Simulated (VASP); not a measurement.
The system is NiO.

```
CELL_PARAMETERS angstrom
0.00000 2.11335 2.11335
2.11335 0.00000 2.11335
2.11335 2.11335 0.00000
ATOMIC_POSITIONS crystal
Ni 0.00000 0.00000 0.00000
O 0.50000 0.50000 0.50000
```

Base run:

* Program: VASP 6.6.1
* Functional: PBE
* Dispersion: D3(BJ)
* Potentials or basis: VASP PAW PBE potentials, release 64 (Ni, O)
* Cutoff: 520 eV
* k mesh: 11 × 11 × 11
* Occupations: fermi-dirac, width 0.05 eV
* Spin: collinear spin, ferromagnetic start
* Starting moments: [1.0, 0.0] μB

Its results: pressure -5.5 GPa; net moment 1.79 μB per cell; site moments Ni +1.47; O +0.28 μB.

The run is repeated on the same cell with these changes: functional from PBE to revPBE. What comes out?

Pressure -4.3 GPa; net moment 1.85 μB per cell; site moments Ni +1.52; O +0.29 μB.

revPBE binds less tightly than PBE, so the same cell stands under more pressure.

Caveats: a cell with one magnetic atom can't hold antiferromagnetic order, which such compounds often take; pairwise dispersion overbinds metals, which lowers pressure and volume; the PAW data sets were made with another functional, which shifts forces and pressure a little (some runs).
